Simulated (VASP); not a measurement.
Runs of VASP 6.6.1 on MgO. The structure is that of space group Fm-3m (No. 225), or close to it. The cells are those of the table. 

| level | potentials or basis | cell | k mesh | cutoff (eV) | grid for exact exchange (PRECFOCK) | share of exact exchange | screening parameter | gap on the mesh (eV) | pressure (GPa) |
| --- | --- | --- | --- | --- | --- | --- | --- | --- | --- |
| HSE06 | VASP PAW PBE potentials, release 64 (Mg, O) | a = 2.973 Å, angles 60.0°, 2 atoms | 8 × 8 × 8 | 520 | Normal | 0.25 | 0.2079 1/Å | 6.50 | -0.6 |
| r2SCAN | VASP PAW PBE potentials, release 64 (Mg_sv, O) | a = 2.956, b = 2.956, c = 2.854 Å, angles 61.1, 61.1, 57.7°, 2 atoms | 10 × 10 × 10 | 920 | - | - | - | 6.16 | (a) |
| r2SCAN | VASP PAW PBE potentials, release 64 (Mg_sv, O) | a = 2.986, b = 2.986, c = 3.032 Å, angles 59.5, 59.5, 61.0°, 2 atoms | 10 × 10 × 10 | 920 | - | - | - | 5.39 | (b) |
| HSE06 | VASP PAW PBE potentials, release 64 (Mg, O) | a = 2.968, b = 2.968, c = 2.943 Å, angles 60.3, 60.3, 59.5°, 2 atoms | 8 × 8 × 8 | 520 | Normal | 0.25 | 0.2079 1/Å | 6.61 | 1.8 |
| r2SCAN | VASP PAW PBE potentials, release 64 (Mg_sv, O) | a = 2.963, b = 2.963, c = 2.913 Å, angles 60.5, 60.5, 58.9°, 2 atoms | 10 × 10 × 10 | 920 | - | - | - | 5.93 | 5.8 |

Alike in all rows: task single point; no spin polarisation; smearing gaussian 0.01 eV.

Problem. Fill in the values left out.

Solution. (a) 12.6; (b) -3.5.

Caveats: the PAW data sets were made with another functional, which shifts forces and pressure a little; the stress differs along the axes, from 0 to 19 GPa (at least some runs); the stress differs along the axes, from -6 to 1 GPa (at least some runs); the stress differs along the axes, from 0 to 9 GPa (at least some runs).

The runs don't all hold the same shells in valence.
